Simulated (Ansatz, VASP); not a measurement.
# Two plane-wave programs on SnO2

File INCAR:

```
SYSTEM = SnO2
  PREC = Accurate
  ENCUT = 600
  EDIFF = 1E-7
  ISMEAR = 0
  SIGMA = 0.1
  LREAL = Auto
  LASPH = .True.
  NELM = 60
  ALGO = Normal
  ISIF = 3
  LWAVE = .False.
  LCHARG = .False.
  GGA = PE
  IBRION = 2
  NSW = 90
  EDIFFG = -0.04
```

KPOINTS

```
Automatic mesh
0
Gamma
  2 2 2
  0 0 0
```

The input POSCAR:

```
SnO2
1.0
   -5.3176636900      5.3176636900      5.3176636900
    5.3176636900     -5.3176636900      5.3176636900
    5.3176636900      5.3176636900     -5.3176636900
Sn O
6 12
Direct
    0.5000000000      0.7500000000      0.2500000000
    0.7500000000      0.2500000000      0.5000000000
    0.7500000000      0.5000000000      0.2500000000
    0.5000000000      0.2500000000      0.7500000000
    0.2500000000      0.7500000000      0.5000000000
    0.2500000000      0.5000000000      0.7500000000
    0.6017296900      0.0000000000      0.3982703100
    0.6017296900      0.6017296900      0.2034593800
    0.3982703100      0.7965406200      0.3982703100
    0.3982703100      0.6017296900      0.0000000000
    0.7965406200      0.3982703100      0.3982703100
    0.6017296900      0.2034593800      0.6017296900
    0.0000000000      0.3982703100      0.6017296900
    0.6017296900      0.3982703100      0.0000000000
    0.0000000000      0.6017296900      0.3982703100
    0.3982703100      0.0000000000      0.6017296900
    0.3982703100      0.3982703100      0.7965406200
    0.2034593800      0.6017296900      0.6017296900
```

Input for Ansatz:

```yaml
crystal:
  lattice:
    - [-5.31766369, 5.31766369, 5.31766369]
    - [5.31766369, -5.31766369, 5.31766369]
    - [5.31766369, 5.31766369, -5.31766369]
  atoms:
    - { symbol: Sn, position: [0.5, 0.75, 0.25] }
    - { symbol: Sn, position: [0.75, 0.25, 0.5] }
    - { symbol: Sn, position: [0.75, 0.5, 0.25] }
    - { symbol: Sn, position: [0.5, 0.25, 0.75] }
    - { symbol: Sn, position: [0.25, 0.75, 0.5] }
    - { symbol: Sn, position: [0.25, 0.5, 0.75] }
    - { symbol: O, position: [0.60172969, 0.0, 0.39827031] }
    - { symbol: O, position: [0.60172969, 0.60172969, 0.20345938] }
    - { symbol: O, position: [0.39827031, 0.79654062, 0.39827031] }
    - { symbol: O, position: [0.39827031, 0.60172969, 0.0] }
    - { symbol: O, position: [0.79654062, 0.39827031, 0.39827031] }
    - { symbol: O, position: [0.60172969, 0.20345938, 0.60172969] }
    - { symbol: O, position: [0.0, 0.39827031, 0.60172969] }
    - { symbol: O, position: [0.60172969, 0.39827031, 0.0] }
    - { symbol: O, position: [0.0, 0.60172969, 0.39827031] }
    - { symbol: O, position: [0.39827031, 0.0, 0.60172969] }
    - { symbol: O, position: [0.39827031, 0.39827031, 0.79654062] }
    - { symbol: O, position: [0.20345938, 0.60172969, 0.60172969] }
basis:
  ecutwfc: 420
kpoints:
  mp_grid: { grid: [2, 2, 2] }
hamiltonian:
  xc: pbe
scf:
  occupations: { method: gaussian, width: 0.1 }
  lower_state_search: "off"
output:
  forces: true
  stress: true
  eigenvalues: true
relax:
  adjacent_minimum: "off"
  f_tol: 0.04
  max_steps: 70
  cell: { stress_tol: 0.4 }
```

Alike in both runs: task relaxation of cell and atoms; functional PBE; k mesh 2 × 2 × 2; occupations gaussian, width 0.1 eV; no spin polarisation.

|  | VASP | Ansatz |
| --- | --- | --- |
| version | VASP 6.6.1 | Ansatz 0.2.0 |
| potentials or method | VASP PAW PBE potentials, release 64 (Sn_d, O), cutoff 600 eV | scalar-relativistic, plane waves, PAW |
| valence electrons in the cell | 156 | 156 |

Ansatz gave:

```
gap on the k mesh at the Fermi level, each at its own relaxed structure (eV) : 1.77
relaxed volume (Å³/atom)                                                     : 33.89
relaxed cell length with the largest relative difference (Å)                 : 9.254
```

Question: Estimate VASP's values.

Answer: gap on the k mesh at the Fermi level, each at its own relaxed structure (eV): 1.75; relaxed volume (Å³/atom): 34.00; relaxed cell length with the largest relative difference (Å): 9.264.
